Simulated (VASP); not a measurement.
Input of a VASP 6.6.1 run:

The input INCAR:

```
  ALGO = Normal
  EDIFF = 1E-6
  ENCUT = 520
  ISIF = 2
  ISMEAR = 0
  LASPH = T
  LCHARG = F
  LREAL = F
  LWAVE = F
  NBANDS = 16
  NELM = 60
  PREC = Accurate
  SIGMA = 0.05
```

The input KPOINTS:

```
k-points
0
Gamma
  9 9 6
```

File POSCAR:

```
AlN
1.0
    3.0887424016      0.0000000000      0.0000000000
   -1.5443712008      2.6749293856      0.0000000000
    0.0000000000      0.0000000000      4.9437688231
Al N
2 2
Direct
    0.3382713052      0.6988170481      0.0015212672
    0.6617286948      0.3011829519      0.5015212672
    0.3289270218      0.6379778447      0.3834787328
    0.6710729782      0.3620221553      0.8834787328
```

Potentials or basis: VASP PAW LDA potentials, release 64 (Al, N).

Command:

```sh
$ cat potpaw_LDA.64/Al/POTCAR potpaw_LDA.64/N/POTCAR > POTCAR
$ mpirun -np 1 vasp_std > vasp.out
```

Estimate the largest force.

0.549 eV/Å.

Predict the band gap on the k mesh.

4.32 eV, direct.

Estimate the pressure.

0.3 GPa.

Forces in eV/Å, atoms in the order of the input:
```
Al   0.168 -0.519  0.062
Al  -0.168  0.519  0.062
N   -0.102  0.212 -0.062
N    0.102 -0.212 -0.062
```

Caveat: the cell differs from its parent crystal (mode 4 frozen in at -0.034 Å and mode 5 at +0.086 Å (largest displacements)). A k mesh can miss the band edges.
